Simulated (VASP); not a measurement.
Zr:

```
Zr
1.0
     3.10367    0.00000    0.00000
    -1.55184    2.68786    0.00000
     0.00000    0.00000    2.91745
Zr
1
Direct
  0.00000 0.00000 0.00000
```

This isn't the form of Zr at room conditions, which is hcp.

| Quantity | Value |
| --- | --- |
| Program | VASP 6.6.1 |
| Task | relaxation of cell and atoms |
| Functional | PBE |
| Potentials or basis | VASP PAW PBE potentials, release 64 (Zr_sv) |
| Cutoff | 600 eV |
| k mesh | 16 × 16 × 14 |
| Occupations | fermi-dirac, width 0.1 eV |
| Spin | no spin polarisation |

At the start: pressure -1.8 GPa; volume 24.34 Å³/atom.

Problem. How do energy, volume and symmetry change on relaxing?

Solution. Over 7 steps the energy falls by 28.5 meV/atom and the volume is 23.88 Å³/atom (-1.9 %); space group P6/mmm (No. 191, to 0.1 Å) before and after.

The path:
```csv
step,energy change (eV),largest force (eV/Å),pressure (GPa),volume (Å³)
1,0.0000,0.0000,-1.75,24.34
2,-0.0255,0.0000,1.68,23.39
3,-0.0256,0.0000,1.45,23.44
4,-0.0279,0.0000,-0.34,24.01
5,-0.0284,0.0000,0.19,23.83
6,-0.0285,0.0000,-0.07,23.90
7,-0.0285,0.0000,0.00,23.88
```

Final structure:
```yaml
crystal:
  lattice:
    - [3.02057, 0.00000, 0.00000]
    - [-1.51029, 2.61589, 0.00000]
    - [0.00000, 0.00000, 3.02211]
  atoms:
    - { symbol: Zr, position: [0.00000, 0.00000, 0.00000] }
```
